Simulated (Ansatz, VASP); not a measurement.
# W: VASP beside Ansatz

```
W
1.0
     0.00000    2.01859    2.01859
     2.01859    0.00000    2.01859
     2.01859    2.01859    0.00000
W
1
Cartesian
  0.0000 0.0000 0.0000
```

Alike in both runs: task relaxation of cell and atoms; functional PBE; k mesh 18 × 18 × 18; occupations fermi-dirac, width 0.05 eV; no spin polarisation.

|  | VASP | Ansatz |
| --- | --- | --- |
| version | VASP 6.6.1 | Ansatz 0.2.0 |
| potentials or method | VASP PAW PBE potentials, release 64 (W_sv), cutoff 600 eV | all-electron LAPW, scalar-relativistic |

VASP gave:

* relaxed volume (Å³/atom): 16.48
* relaxed length of the cell vector where the two differ most in proportion (Å): 2.856

**Question.** Estimate Ansatz's values.

**Answer.** Relaxed volume (Å³/atom): 16.45; relaxed length of the cell vector where the two differ most in proportion (Å): 2.855.

Ansatz ran all-electron here, and VASP with PAW potentials.

Spin-orbit coupling is off throughout.
